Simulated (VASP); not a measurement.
Set up this calculation in VASP 6.6.1, as the native input.

| Item | Value |
| --- | --- |
| Task | single point |
| Functional | PBEsol |
| Potentials or basis | VASP PAW PBE potentials, release 64 (Al, As) |
| Cutoff | 500 eV |
| k mesh | 8 × 8 × 8 |
| Occupations | gaussian, width 0.02 eV |
| Spin | no spin polarisation |
| Dipole correction | no |
| Further INCAR settings | ALGO = Normal; EDIFF = 1e-06; NBANDS = 11 |

The structure of AlAs (pbesol) lies in POSCAR:

```
AlAs
1.0
    0.0000000000      2.8372981999      2.8372981999
    2.8372981999      0.0000000000      2.8372981999
    2.8372981999      2.8372981999      0.0000000000
Al As
1 1
Direct
    0.0000000000      0.0000000000      0.0000000000
    0.2500000000      0.2500000000      0.2500000000
```

These files were run (other wordings do the same):

INCAR

```
SYSTEM = AlAs
PREC = Accurate ; ENCUT = 500
EDIFF = 1E-6 ; ISMEAR = 0
SIGMA = 0.02 ; LREAL = .False.
LASPH = .True. ; NELM = 120
ALGO = Normal ; ISIF = 2
LWAVE = .False. ; LCHARG = .True.
GGA = PS ; LELF = .True.
LVHAR = .True. ; NBANDS = 11
GGA_COMPAT = .False.
```

KPOINTS

```
Automatic mesh
0
Gamma
  8 8 8
  0 0 0
```

Potentials or basis: VASP PAW PBE potentials, release 64 (Al, As).

Run with:

```sh
$ cat potpaw_PBE.64/Al/POTCAR potpaw_PBE.64/As/POTCAR > POTCAR
$ mpirun -np 1 vasp_std > vasp.out
```

Results of the run:

The pressure is 0.3 GPa and the band gap on the k mesh is 1.33 eV, indirect (least direct gap 1.92 eV).

Caveat: the PAW data sets were made with another functional, which shifts forces and pressure a little.

Wall time 31 s on 1 thread of AMD EPYC 7R13, on a shared host, peak memory 0.14 GiB.
